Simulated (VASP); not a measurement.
# Zr in VASP: single point with PBE

Aim: the single point of Zr with PBE.

Program: VASP 6.6.1. These are calculated values, not measurements. Logs are shortened: lines on timing, memory, paths and dates and some standing lists are left out, and cuts for length are marked.

**1. The cell of the first run**

The cell holds a slab with vacuum, 6 atoms: a = 3.231 Å, b = 3.231 Å, c = 28.938 Å, α = 90.00°, β = 90.00°, γ = 120.00°.

**2. Single point, PBE**

Input file INCAR:

```
  PREC = Accurate
  ENCUT = 520
  EDIFF = 1E-6
  ISMEAR = -1
  SIGMA = 0.08
  LREAL = F
  LASPH = T
  NELM = 80
  ALGO = Normal
  ISIF = 2
  LWAVE = F
  LCHARG = T
  GGA = PE
  LELF = T
  LVHAR = T
  NBANDS = 45
```

Input file KPOINTS:

```
Automatic mesh
0
Gamma
  15 15 1
```

Input file POSCAR:

```
Zr
1.0
    3.2310992966      0.0000000000      0.0000000000
   -1.6155496483      2.7982140730      0.0000000000
    0.0000000000      0.0000000000     28.9378000000
Zr
6
Direct
    0.8333333333      0.1666666667      0.2802547923
    0.1666666667      0.8333333333      0.3643158402
    0.8333333333      0.1666666667      0.4552884118
    0.1666666667      0.8333333333      0.5447115849
    0.8333333333      0.1666666667      0.6356841598
    0.1666666667      0.8333333333      0.7197452110
```

Potentials or basis: VASP PAW PBE potentials, release 64 (Zr_sv).

Started as:

```sh
cat potpaw_PBE.64/Zr_sv/POTCAR > POTCAR
mpirun -np 1 vasp_std > vasp.out
```

OUTCAR:

```text
PREC = Accurate
   ENCUT = 520
   EDIFF = 1E-6
   ISMEAR = -1
   LREAL = F
   LASPH = T
   NELM = 80
   ISIF = 2
   GGA = PE

 ion  position               nearest neighbor table
   1  0.833  0.167  0.280-   2 3.07   2 3.07   2 3.07
   2  0.167  0.833  0.364-   1 3.07   1 3.07   1 3.07   3 3.23   3 3.23   3 3.23
   3  0.833  0.167  0.455-   4 3.19   4 3.19   4 3.19   2 3.23   2 3.23   2 3.23
   4  0.167  0.833  0.545-   3 3.19   3 3.19   3 3.19   5 3.23   5 3.23   5 3.23
   5  0.833  0.167  0.636-   6 3.07   6 3.07   6 3.07   4 3.23   4 3.23   4 3.23
   6  0.167  0.833  0.720-   5 3.07   5 3.07   5 3.07

  LATTYP: Found a hexagonal cell.
 ALAT       =     3.2310992966
 C/A-ratio  =     8.9560231190

  Lattice vectors:

 A1 = (   3.2310992966,   0.0000000000,   0.0000000000)
 A2 = (  -1.6155496483,   2.7982140730,   0.0000000000)
 A3 = (   0.0000000000,   0.0000000000,  28.9378000000)

Analysis of symmetry for initial positions (statically):
=====================================================================
 Subroutine PRICEL returns:
 Original cell was already a primitive cell.

 Routine SETGRP: Setting up the symmetry group for a
 hexagonal supercell.

 Subroutine GETGRP returns: Found 12 space group operations
 (whereof  4 operations were pure point group operations)
 out of a pool of 24 trial point group operations.

The static configuration has the point symmetry C_2h.
 The point group associated with its full space group is D_3d.

Analysis of symmetry for dynamics (positions and initial velocities):
=====================================================================
 Subroutine PRICEL returns:
 Original cell was already a primitive cell.

 Routine SETGRP: Setting up the symmetry group for a
 hexagonal supercell.

 Subroutine GETGRP returns: Found 12 space group operations
 (whereof  4 operations were pure point group operations)
 out of a pool of 24 trial point group operations.

The dynamic configuration has the point symmetry C_2h.
 The point group associated with its full space group is D_3d.

 Subroutine INISYM returns: Found 12 space group operations
 (whereof  4 operations are pure point group operations),
 and found     1 'primitive' translations

[... 95 lines left out ...]
   ICHARG =      2    charge: 1-file 2-atom 10-const
   ISPIN  =      1    spin polarized calculation?
   LNONCOLLINEAR =      F non collinear calculations
   LSORBIT =      F    spin-orbit coupling
   LASPH  =      T    aspherical Exc in radial PAW
   ENCUT  =  520.0 eV  38.22 Ry    6.18 a.u.   6.01  6.01 53.81*2*pi/ulx,y,z
   NELM   =     80;   NELMIN=  2; NELMDL= -5     # of ELM steps
   EDIFF  = 0.1E-05   stopping-criterion for ELM
   LREAL  =      F    real-space projection
   EDIFFG = 0.1E-04   stopping-criterion for IOM
   NSW    =      0    number of steps for IOM
   IBRION =     -1    ionic relax: 0-MD 1-quasi-New 2-CG
   NFREE  =      0    steps in history (QN), initial steepest desc. (CG)
   ISIF   =      2    stress and relaxation
   ISYM   =      2    0-nonsym 1-usesym 2-fastsym
   POTIM  = 0.5000    time-step for ionic-motion
   TEBEG  =    0.0;   TEEND  =   0.0 temperature during run
   PSTRESS=    0.0 pullay stress
   NELECT =      72.0000    total number of electrons
   NUPDOWN=      -1.0000    fix difference up-down
   EMIN   =  10.00;   EMAX   =-10.00  energy-range for DOS
   EFERMI =   0.00;   METHOD = LEGACY
   ISMEAR =    -1;   SIGMA  =   0.08  broadening in eV -4-tet -1-fermi 0-gaus
   EFERMI_NEDOS =   21; number of points for ismear=-14 and -15
   IALGO  =     38    algorithm
   IMIX   =      4    mixing-type and parameters
     AMIX     =   0.40;   BMIX     =  1.00
     AMIX_MAG =   1.60;   BMIX_MAG =  1.00
  volume/ion in A,a.u.               =      43.61       294.27
  Fermi-wavevector in a.u.,A,eV,Ry     =   1.064846  2.012267 15.427601  1.133897
  Thomas-Fermi vector in A             =   2.200378
   LORBIT       =      0    0 simple, 1 ext, 2 COOP (PROOUT), +10 PAW based schemes
   GGA     = PE    functional components
   LHFCALC =     F    Hartree Fock is set to
   AEXX    =    0.0000 exact exchange contribution
   IVDW    =     0    specifies the selected vdW correction
   LEPSILON=     F    determine dielectric tensor
   LRPA    =     F    only Hartree local field effects (RPA)
 non-spin polarized calculation
  energy-cutoff  :      520.00
  volume of cell :      261.64
 maximum number of plane-waves:      7124
   NGX = 13   NGY = 13   NGZ =107

 number of electron      72.0000001 magnetization

 Free energy of the ion-electron system (eV)
  ---------------------------------------------------
  ext. energy  EPLUGINS =         0.00000000
  ---------------------------------------------------
  free energy    TOTEN  =       -49.40268451 eV

  energy without entropy =      -49.23281015  energy(sigma->0) =      -49.31774733

 E-fermi :   2.9490     XC(G=0):  -6.5951

 val. band max:        2.9090578013   @ k =   0.4000   0.2000   0.0000
 cond. band min:       2.9520813273   @ k =   0.2000   0.0000   0.0000
 fundamental gap:      0.0430235260
 Fermi energy:         2.9489721546

 k-point     1 :       0.0000    0.0000    0.0000
  band No.  band energies     occupation
      1     -46.0351      2.00000
      2     -46.0351      2.00000
      3     -45.8440      2.00000
      4     -45.7759      2.00000
      5     -45.6897      2.00000
      6     -45.6836      2.00000
[... 1141 lines left out ...]
     44       4.5998      0.00000
     45       4.8243      0.00000

 [... further k-points ...]
[... 5 lines left out ...]
  --------------------------------------------------------------------------------------
  -------------------------------------------------------------------------------------
  Total       -1.1378333     -1.1378333     -0.0147876     -0.0000000      0.0000000      0.0000000
  in kB       -6.9677487     -6.9677487     -0.0905545     -0.0000000      0.0000000      0.0000000
  external PRESSURE =      -4.6753506 kB  Pullay stress =       0.0000000 kB

 VOLUME and BASIS-vectors are now :
 -----------------------------------------------------------------------------
  energy-cutoff  :      520.00
  volume of cell :      261.64
      direct lattice vectors                 reciprocal lattice vectors
     3.231099297  0.000000000  0.000000000     0.309492191  0.178685400  0.000000000
    -1.615549648  2.798214073  0.000000000     0.000000000  0.357370799  0.000000000
     0.000000000  0.000000000 28.937800000     0.000000000  0.000000000  0.034556877

 POSITION                                       TOTAL-FORCE (eV/Angst)
 -----------------------------------------------------------------------------------
      2.42332      0.46637      8.10996         0.000000     -0.000000     -0.002257
     -0.80777      2.33185     10.54250        -0.000000      0.000000     -0.001751
      2.42332      0.46637     13.17505         0.000000     -0.000000      0.001840
     -0.80777      2.33185     15.76275        -0.000000      0.000000     -0.001840
      2.42332      0.46637     18.39530         0.000000     -0.000000      0.001751
     -0.80777      2.33185     20.82784        -0.000000      0.000000      0.002257
 -----------------------------------------------------------------------------------
    total drift:                                0.000002     -0.000001      0.000436

  FREE ENERGIE OF THE ION-ELECTRON SYSTEM (eV)
  ---------------------------------------------------
  free  energy   TOTEN  =       -49.4026845114 eV

  energy  without entropy=      -49.2328101495  energy(sigma->0) =      -49.31774733
```

Wall time 6.7 min (1 thread of Intel Xeon 6975P-C (Granite Rapids), shared host); peak memory 0.46 GiB.

What came out:

| Property | Result |
| --- | --- |
| Free energy | -49.4027 eV |
| Band gap on the k mesh | zero (bands 36 and 37 overlap by 1.29 eV) |

Forces on the atoms (eV/Å):
```
Zr   0.000  0.000 -0.002
Zr   0.000  0.000 -0.002
Zr   0.000  0.000  0.002
Zr   0.000  0.000 -0.002
Zr   0.000  0.000  0.002
Zr   0.000  0.000  0.002
```

Caveat: there is no dipole correction, which matters where the two faces differ.

The gap in the log of VASP goes by the Fermi energy; the results here count the filled bands.